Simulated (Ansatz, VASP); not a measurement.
## CoO in VASP and in Ansatz

```
CELL_PARAMETERS angstrom
1.60222 0.92504 2.56647
-1.60222 0.92504 2.56647
0.00000 -1.85008 2.56647
ATOMIC_POSITIONS crystal
Co 0.99898 0.99898 0.99898
O 0.75102 0.75102 0.75102
```

Alike in both runs: task single point; functional PBEsol; dispersion D4; k mesh 10 × 10 × 10; occupations methfessel-paxton of order 1, width 0.1 eV; collinear spin; Hubbard terms Co d U = 7.0 eV.

|  | VASP | Ansatz |
| --- | --- | --- |
| version | VASP 6.6.1 | Ansatz 0.2.0 |
| potentials or method | VASP PAW PBE potentials, release 64 (Co, O) | PseudoDojo stringent (PBEsol files) |
| plane-wave cutoff (eV) | 600 | 1415 |
| valence electrons in the cell | 15 | 23 |

Ansatz gave:

```
net moment per atom (μB)                                      : 1.50
size of the moment on the site where the two differ most (μB) : 2.49
```

Question: Estimate VASP's values.

Answer: net moment per atom (μB): 1.50; size of the moment on the site where the two differ most (μB): 2.84.

VASP's potentials were made for PBE, not for PBEsol. Site moments also hang on the region over which each program counts them. The programs project onto different local orbitals, so the same U acts differently, and such runs can settle in different states. VASP's potentials hold 15 valence electrons a cell and Ansatz's 23, so a difference there can come from the potentials and not from the codes.

Noted on Ansatz's run: the magnetic or orbital state may not be the lowest.
